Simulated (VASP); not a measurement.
# Si40H18S in VASP: single point with PBEsol

Aim: the single point of Si40H18S with PBEsol.

Program: VASP 6.6.1. These are calculated values, not measurements. Logs are shortened: lines on timing, memory, paths and dates and some standing lists are left out, and cuts for length are marked.

## 1. The cell of the first run

The cell holds a slab with vacuum, 59 atoms: a = 7.679 Å, b = 15.358 Å, c = 19.256 Å, α = 90.00°, β = 90.00°, γ = 90.00°.

## 2. Single point, PBEsol

INCAR reads:

```
PREC = Accurate
ENCUT = 400
EDIFF = 1E-6
ISMEAR = 0
SIGMA = 0.02
LREAL = Auto
LASPH = True
NELM = 120
ALGO = Normal
ISIF = 2
LWAVE = False
LCHARG = False
GGA = PS
NBANDS = 127
GGA_COMPAT = False
NELMDL = -8
```

KPOINTS reads:

```
Automatic mesh
0
Gamma
  2 1 1
```

POSCAR reads:

```
Si40H18S
1.0
    7.6791800000      0.0000000000      0.0000000000
    0.0000000000     15.3583590000      0.0000000000
    0.0000000000      0.0000000000     19.2555000000
H Si S
18 40 1
Direct
    0.4093920184      0.0000000000      0.0519332139
    0.0906079816      0.0000000000      0.0519332139
    0.9093920184      0.0000000000      0.0519332139
    0.5906079816      0.0000000000      0.0519332139
    0.4093920184      0.2500000163      0.0519332139
    0.0906079816      0.2500000163      0.0519332139
    0.9093920184      0.2500000163      0.0519332139
    0.5906079816      0.2500000163      0.0519332139
    0.4093920184      0.5000000326      0.0519332139
    0.0906079816      0.5000000326      0.0519332139
    0.9093920184      0.5000000326      0.0519332139
    0.5906079816      0.5000000326      0.0519332139
    0.4093920184      0.7499999837      0.0519332139
    0.0906079816      0.7499999837      0.0519332139
    0.9093920184      0.7499999837      0.0519332139
    0.5906079816      0.7499999837      0.0519332139
    1.1030711612      0.7416404969      0.3633975747
    0.8332337567      0.6979049650      0.5017844772
    0.2500000000      0.0000000000      0.0968814105
    0.7500000000      0.0000000000      0.0968814105
    0.2500000000      0.2500000163      0.0968814105
    0.7500000000      0.2500000163      0.0968814105
    0.2500000000      0.5000000326      0.0968814105
    0.7500000000      0.5000000326      0.0968814105
    0.2500000000      0.7499999837      0.0968814105
    0.7500000000      0.7499999837      0.0968814105
    0.2494279337      0.1251066602      0.1637976163
    0.7492256986      0.1251545819      0.1637373218
    0.2483459171      0.3746701715      0.1692824907
    0.7483008602      0.3745196997      0.1693333853
    0.2589551228      0.6246664113      0.1643688816
    0.7598398527      0.6257988239      0.1631220690
    0.2494995559      0.8744531887      0.1691384280
    0.7488678479      0.8751431712      0.1685444678
   -0.0008618108      0.1207736452      0.2312886188
    0.4993708964      0.1211064281      0.2314854457
   -0.0022809727      0.3763965929      0.2415110488
    0.4980766176      0.3768528265      0.2414174651
    0.0092250735      0.6183695797      0.2338265431
    0.5127583935      0.6202185403      0.2303047441
   -0.0018593131      0.8770297009      0.2409773831
    0.4997099951      0.8766391644      0.2408199216
   -0.0022145594      0.0048715491      0.3100536989
    0.4991335012      0.0046387117      0.3096320012
   -0.0013759282      0.2453075879      0.3069736958
    0.4990539354      0.2458896813      0.3072535639
   -0.0139077349      0.5028856273      0.3117759082
    0.5016165789      0.5050636595      0.3098818000
   -0.0426893236      0.7442857665      0.3030145673
    0.5033960657      0.7438400157      0.3027696502
    0.2489205879      0.0315168437      0.3781641609
    0.7482189505      0.0314997846      0.3788894082
    0.2490948252      0.1722839660      0.3389379658
    0.7486243323      0.1721202115      0.3391952949
    0.2449702963      0.5350309236      0.3744714497
    0.7430117539      0.5303680556      0.3840531796
    0.2512925859      0.6696023319      0.3253581574
    0.7277260072      0.6852813507      0.3722644959
    0.7266511529      0.7556639352      0.4693851107
```

Potentials or basis: VASP PAW PBE potentials, release 64 (H, Si, S).

The run is started by

```
cat potpaw_PBE.64/H/POTCAR potpaw_PBE.64/Si/POTCAR potpaw_PBE.64/S/POTCAR > POTCAR
mpirun -np 1 vasp_std > vasp.out
```

OUTCAR:

```text
PREC = Accurate
   ENCUT = 400
   EDIFF = 1E-6
   ISMEAR = 0
   LREAL = Auto
   LASPH = True
   NELM = 120
   ISIF = 2
   GGA = PS
   NELMDL = -8

 ion  position               nearest neighbor table
   1  0.409  0.000  0.052-  19 1.50
   2  0.091  0.000  0.052-  19 1.50
   3  0.909  0.000  0.052-  20 1.50
   4  0.591  0.000  0.052-  20 1.50
   5  0.409  0.250  0.052-  21 1.50
   6  0.091  0.250  0.052-  21 1.50
[... 8 lines left out ...]
  15  0.909  0.750  0.052-  26 1.50
  16  0.591  0.750  0.052-  26 1.50
  17  0.103  0.742  0.363-  49 1.61  57 1.75
  18  0.833  0.698  0.502-  59 1.36
  19  0.250  0.000  0.097-   1 1.50   2 1.50  27 2.31  33 2.38
  20  0.750  0.000  0.097-   3 1.50   4 1.50  28 2.31  34 2.36
  21  0.250  0.250  0.097-   5 1.50   6 1.50  27 2.31  29 2.37
  22  0.750  0.250  0.097-   7 1.50   8 1.50  28 2.31  30 2.37
  23  0.250  0.500  0.097-   9 1.50  10 1.50  31 2.32  29 2.38
  24  0.750  0.500  0.097-  11 1.50  12 1.50  32 2.32  30 2.38
[... 8 lines left out ...]
  33  0.249  0.874  0.169-  25 2.36  42 2.37  41 2.38  19 2.38
  34  0.749  0.875  0.169-  20 2.36  42 2.37  26 2.37  41 2.37
[... 9 lines left out ...]
  44  0.499  0.005  0.310-  36 2.34  51 2.37  52 2.37  42 2.37
  45  0.999  0.245  0.307-  54 2.31  53 2.31  37 2.38  35 2.40
  46  0.499  0.246  0.307-  53 2.31  54 2.31  38 2.38  36 2.41
  47  0.986  0.503  0.312-  39 2.33  56 2.37  37 2.37  55 2.38
  48  0.502  0.505  0.310-  40 2.34  38 2.37  56 2.37  55 2.38
  49  0.957  0.744  0.303-  17 1.61  39 2.38  41 2.38  58 2.39  57 2.57
  50  0.503  0.744  0.303-  57 2.29  40 2.36  58 2.36  42 2.36
  51  0.249  0.032  0.378-  53 2.29  44 2.37  43 2.37
  52  0.748  0.031  0.379-  54 2.29  43 2.37  44 2.37
  53  0.249  0.172  0.339-  51 2.29  46 2.31  45 2.31  36 2.93  35 2.93
  54  0.749  0.172  0.339-  52 2.29  45 2.31  46 2.31  36 2.93  35 2.94
  55  0.245  0.535  0.374-  57 2.27  48 2.38  47 2.38
  56  0.743  0.530  0.384-  47 2.37  48 2.37  58 2.39
  57  0.251  0.670  0.325-  17 1.75  55 2.27  50 2.29  49 2.57  39 2.68  40 2.82
  58  0.728  0.685  0.372-  59 2.16  50 2.36  49 2.39  56 2.39
  59  0.727  0.756  0.469-  18 1.36  58 2.16

  LATTYP: Found a simple orthorhombic cell.
 ALAT       =     7.6791800000
 B/A-ratio  =     1.9999998698
 C/A-ratio  =     2.5074942898

  Lattice vectors:

 A1 = (   7.6791800000,   0.0000000000,   0.0000000000)
 A2 = (   0.0000000000,  15.3583590000,   0.0000000000)
 A3 = (   0.0000000000,   0.0000000000,  19.2555000000)

Analysis of symmetry for initial positions (statically):
=====================================================================
 Subroutine PRICEL returns:
 Original cell was already a primitive cell.

 Routine SETGRP: Setting up the symmetry group for a
 simple orthorhombic supercell.

 Subroutine GETGRP returns: Found  1 space group operations
 (whereof  1 operations were pure point group operations)
 out of a pool of  8 trial point group operations.

The static configuration has the point symmetry C_1 .

Analysis of symmetry for dynamics (positions and initial velocities):
=====================================================================
 Subroutine PRICEL returns:
 Original cell was already a primitive cell.

 Routine SETGRP: Setting up the symmetry group for a
 simple orthorhombic supercell.

 Subroutine GETGRP returns: Found  1 space group operations
 (whereof  1 operations were pure point group operations)
 out of a pool of  8 trial point group operations.

The dynamic configuration has the point symmetry C_1 .

 Subroutine INISYM returns: Found  1 space group operations
 (whereof  1 operations are pure point group operations),
 and found     1 'primitive' translations

----------------------------------------------------------------------------------------

                                     Primitive cell

  volume of cell :    2270.9860

  direct lattice vectors                    reciprocal lattice vectors
     7.679180000  0.000000000  0.000000000     0.130222237  0.000000000  0.000000000
     0.000000000 15.358359000  0.000000000     0.000000000  0.065111123  0.000000000
[... 134 lines left out ...]
 generate k-points for:    2    1    1

 Generating k-lattice:

  Cartesian coordinates                     Fractional coordinates (reciprocal lattice)
     0.065111119  0.000000000  0.000000000     0.500000000  0.000000000  0.000000000
     0.000000000  0.065111123  0.000000000     0.000000000  1.000000000  0.000000000
     0.000000000  0.000000000  0.051933214     0.000000000  0.000000000  1.000000000

  Length of vectors
     0.065111119  0.065111123  0.051933214

  Shift w.r.t. Gamma in fractional coordinates (k-lattice)
     0.000000000  0.000000000  0.000000000

 Subroutine IBZKPT returns following result:
 ===========================================

 Found      2 irreducible k-points:

 Following reciprocal coordinates:
            Coordinates               Weight
  0.000000  0.000000  0.000000      1.000000
  0.500000  0.000000  0.000000      1.000000
   k-points           NKPTS =      2   k-points in BZ     NKDIM =      2   number of bands    NBANDS=    127
   number of dos      NEDOS =    301   number of ions     NIONS =     59
   total plane-waves  NPLWV = 630000
   dimension x,y,z NGX =    50 NGY =  100 NGZ =  126
   dimension x,y,z NGXF=   100 NGYF=  200 NGZF=  252
   ions per type =              18  40   1
   NGX,Y,Z   is equivalent  to a cutoff of  10.82, 10.82, 10.88 a.u.
   NGXF,Y,Z  is equivalent  to a cutoff of  21.65, 21.65, 21.76 a.u.
 SYSTEM =  unknown system
   PREC   = accura    normal or accurate (medium, high low for compatibility)
   ISTART =      0    job   : 0-new  1-cont  2-samecut
   ICHARG =      2    charge: 1-file 2-atom 10-const
   ISPIN  =      1    spin polarized calculation?
   LNONCOLLINEAR =      F non collinear calculations
   LSORBIT =      F    spin-orbit coupling
   LASPH  =      T    aspherical Exc in radial PAW
   ENCUT  =  400.0 eV  29.40 Ry    5.42 a.u.  12.52 25.05 31.40*2*pi/ulx,y,z
   NELM   =    120;   NELMIN=  2; NELMDL= -8     # of ELM steps
   EDIFF  = 0.1E-05   stopping-criterion for ELM
   LREAL  =      T    real-space projection
   EDIFFG = 0.1E-04   stopping-criterion for IOM
   NSW    =      0    number of steps for IOM
   IBRION =     -1    ionic relax: 0-MD 1-quasi-New 2-CG
   NFREE  =      0    steps in history (QN), initial steepest desc. (CG)
   ISIF   =      2    stress and relaxation
   ISYM   =      2    0-nonsym 1-usesym 2-fastsym
   POTIM  = 0.5000    time-step for ionic-motion
   TEBEG  =    0.0;   TEEND  =   0.0 temperature during run
   PSTRESS=    0.0 pullay stress
   NELECT =     184.0000    total number of electrons
   NUPDOWN=      -1.0000    fix difference up-down
   EMIN   =  10.00;   EMAX   =-10.00  energy-range for DOS
   EFERMI =   0.00;   METHOD = LEGACY
   ISMEAR =     0;   SIGMA  =   0.02  broadening in eV -4-tet -1-fermi 0-gaus
   EFERMI_NEDOS =   21; number of points for ismear=-14 and -15
   IALGO  =     38    algorithm
   IMIX   =      4    mixing-type and parameters
     AMIX     =   0.40;   BMIX     =  1.00
     AMIX_MAG =   1.60;   BMIX_MAG =  1.00
  volume/ion in A,a.u.               =      38.49       259.75
  Fermi-wavevector in a.u.,A,eV,Ry     =   0.708396  1.338674  6.827737  0.501825
  Thomas-Fermi vector in A             =   1.794700
   LORBIT       =      0    0 simple, 1 ext, 2 COOP (PROOUT), +10 PAW based schemes
   GGA     = PS    functional components
   LHFCALC =     F    Hartree Fock is set to
   AEXX    =    0.0000 exact exchange contribution
   IVDW    =     0    specifies the selected vdW correction
   LEPSILON=     F    determine dielectric tensor
   LRPA    =     F    only Hartree local field effects (RPA)
 non-spin polarized calculation
 Gauss-broadening in eV      SIGMA  =   0.02
  energy-cutoff  :      400.00
  volume of cell :     2270.99
 maximum number of plane-waves:     41254
   NGX = 25   NGY = 51   NGZ = 63

 number of electron     183.9999960 magnetization

 Free energy of the ion-electron system (eV)
  ---------------------------------------------------
  ext. energy  EPLUGINS =         0.00000000
  ---------------------------------------------------
  free energy    TOTEN  =      -278.56682493 eV

  energy without entropy =     -278.56682493  energy(sigma->0) =     -278.56682493

 E-fermi :  -0.7863     XC(G=0):  -4.4364

 val. band max:       -0.8933869200   @ k =   0.5000   0.0000   0.0000
 cond. band min:      -0.3751761570   @ k =   0.0000   0.0000   0.0000
 fundamental gap:      0.5182107630
 Fermi energy:        -0.7863447938

 k-point     1 :       0.0000    0.0000    0.0000
  band No.  band energies     occupation
      1     -14.4456      2.00000
      2     -12.7774      2.00000
      3     -12.5530      2.00000
      4     -11.7069      2.00000
      5     -11.5113      2.00000
      6     -11.1247      2.00000
[... 96 lines left out ...]
    103       0.9731      0.00000
    104       1.1257      0.00000

 k-point     2 :       0.5000    0.0000    0.0000
  band No.  band energies     occupation
      1     -14.4425      2.00000
      2     -12.4433      2.00000
      3     -12.1161      2.00000
      4     -12.0330      2.00000
      5     -11.8062      2.00000
      6     -11.2168      2.00000
[... 96 lines left out ...]
    103       1.2512      0.00000
    104       1.4644      0.00000
 [bands above 104 left out]

------------------------ aborting loop because EDIFF is reached ----------------------------------------

  FORCE on cell =-STRESS in cart. coord.  units (eV):
  Direction    XX          YY          ZZ          XY          YZ          ZX
  --------------------------------------------------------------------------------------
  -------------------------------------------------------------------------------------
  Total       36.3383953     -3.3610331      0.2462592     -0.2115391      0.0679027      0.0119658
  in kB       25.6366849     -2.3712039      0.1737355     -0.1492405      0.0479052      0.0084419
  external PRESSURE =       7.8130721 kB  Pullay stress =       0.0000000 kB

 VOLUME and BASIS-vectors are now :
 -----------------------------------------------------------------------------
  energy-cutoff  :      400.00
  volume of cell :     2270.99
      direct lattice vectors                 reciprocal lattice vectors
     7.679180000  0.000000000  0.000000000     0.130222237  0.000000000  0.000000000
     0.000000000 15.358359000  0.000000000     0.000000000  0.065111123  0.000000000
     0.000000000  0.000000000 19.255500000     0.000000000  0.000000000  0.051933214

 POSITION                                       TOTAL-FORCE (eV/Angst)
 -----------------------------------------------------------------------------------
      3.14379      0.00000      1.00000        -0.445757     -0.101767     -0.054354
      0.69580      0.00000      1.00000         0.455574     -0.085574     -0.069941
      6.98338      0.00000      1.00000        -0.453019     -0.079695     -0.065919
      4.53539      0.00000      1.00000         0.455710     -0.086233     -0.071922
      3.14379      3.83959      1.00000        -0.486027      0.077795     -0.042959
      0.69580      3.83959      1.00000         0.497620      0.063333     -0.060424
[... 51 lines left out ...]
      5.58834     10.52480      7.16814        -0.006213      0.008715      0.019411
      5.58009     11.60576      9.03824         0.029037     -0.032491      0.016414
 -----------------------------------------------------------------------------------
    total drift:                                0.003041     -0.004889     -0.000390

  FREE ENERGIE OF THE ION-ELECTRON SYSTEM (eV)
  ---------------------------------------------------
  free  energy   TOTEN  =      -278.5668249255 eV

  energy  without entropy=     -278.5668249255  energy(sigma->0) =     -278.56682493
```

Run time: 21 min. Hardware: 1 thread of AMD EPYC 7R13 (Zen 3), shared host; peak memory 1.2 GiB.

What came out:

| Property | Result |
| --- | --- |
| Free energy | -278.5668 eV |
| Largest force | 0.519 eV/Å |
| Band gap on the k mesh | 0.52 eV (least direct gap 0.62 eV) |

Forces on the atoms (eV/Å):
```
H   -0.446 -0.102 -0.054
H    0.456 -0.086 -0.070
H   -0.453 -0.080 -0.066
H    0.456 -0.086 -0.072
H   -0.486  0.078 -0.043
H    0.498  0.063 -0.060
H   -0.487  0.077 -0.047
H    0.493  0.066 -0.064
H   -0.449 -0.100 -0.072
H    0.455 -0.054 -0.048
H   -0.483 -0.156 -0.107
H    0.433 -0.006 -0.029
H   -0.472  0.063 -0.049
H    0.467  0.039 -0.038
H   -0.496  0.107 -0.084
H    0.473  0.051 -0.056
H   -0.004  0.008  0.007
H   -0.026  0.029 -0.020
Si  -0.044 -0.215  0.121
Si  -0.006 -0.139  0.034
Si  -0.046  0.247  0.111
Si  -0.032  0.237  0.089
Si  -0.019 -0.250  0.160
Si   0.195 -0.239  0.127
Si  -0.029  0.170  0.220
Si   0.022  0.313  0.002
Si   0.000  0.002  0.000
Si   0.000  0.003  0.000
Si   0.001 -0.001 -0.002
Si   0.000 -0.001 -0.002
Si   0.000  0.000  0.000
Si   0.001  0.001  0.002
Si   0.000 -0.001 -0.001
Si   0.000  0.000 -0.004
Si   0.000  0.000  0.003
Si  -0.001  0.000  0.003
Si   0.001  0.001  0.003
Si   0.000  0.000  0.003
Si   0.000  0.002 -0.001
Si  -0.001 -0.001 -0.001
Si   0.000 -0.001  0.004
Si   0.001  0.000  0.004
Si   0.000 -0.004  0.000
Si   0.000 -0.005  0.000
Si  -0.001  0.012  0.001
Si   0.000  0.012  0.001
Si   0.001 -0.005  0.002
Si   0.000 -0.003 -0.001
Si   0.008  0.002 -0.002
Si   0.004  0.011 -0.002
Si   0.000 -0.015  0.020
Si   0.001 -0.013  0.018
Si   0.000  0.005 -0.001
Si   0.000  0.005 -0.001
Si   0.002 -0.013  0.019
Si   0.000 -0.007  0.010
Si  -0.008  0.002 -0.005
Si  -0.006  0.009  0.019
S    0.029 -0.032  0.016
```

Levels at points of the mesh, in eV from the valence-band top:
| k point | band 88 | band 89 | band 90 | band 91 | band 92 | band 93 | band 94 | band 95 | band 96 | band 97 |
| --- | --- | --- | --- | --- | --- | --- | --- | --- | --- | --- |
| (0.00, 0.00, 0.00) | -0.57 | -0.49 | -0.36 | -0.32 | -0.10 | 0.52 | 0.62 | 0.65 | 0.87 | 1.07 |
| (0.50, 0.00, 0.00) | -0.73 | -0.23 | -0.22 | -0.18 | 0.00 | 0.84 | 1.24 | 1.27 | 1.52 | 1.59 |

Caveat: there is no dipole correction, which matters where the two faces differ; the PAW data sets were made with another functional, which shifts forces and pressure a little.
